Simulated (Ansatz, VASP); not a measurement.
Two plane-wave programs on AlN

```xyz
4
Lattice="2.8329 0.0000 0.0000 -1.4164 2.4533 0.0000 0.0000 0.0000 4.8410" Properties=species:S:1:pos:R:3 pbc="T T T"
Al    0.0000    0.0000    0.0000
Al    0.0000    0.0000    2.4205
N     0.0000    1.6355    1.2103
N     1.4164    0.8178    3.6308
```

Alike in both runs: task single point; functional PBE-based screened hybrid; k mesh 6 × 6 × 2; no spin polarisation.

|  | VASP | Ansatz |
| --- | --- | --- |
| version | VASP 6.6.1 | Ansatz 0.2.0 |
| potentials or method | VASP PAW PBE potentials, release 64 (Al, N) | plane waves |
| plane-wave cutoff (eV) | 520 | 420 |
| occupations | gaussian, width 0.01 eV | fixed |
| valence electrons in the cell | 16 | 16 |

Ansatz gave:

* gap on the k mesh at the Fermi level (eV): 6.34
* pressure (GPa): -2.8
* traceless stress, the component that is largest in VASP (GPa): 0.56

**Question.** Estimate VASP's values.

**Answer.** gap on the k mesh at the Fermi level (eV): 6.34; pressure (GPa): -2.5; traceless stress, the component that is largest in VASP (GPa): 0.42.

VASP's potentials were made for PBE, not for PBE-based screened hybrid. Ansatz's warnings: stress exchange threshold loose, stress scf threshold loose.

The k mesh is coarse, so the values compare programs but aren't converged.
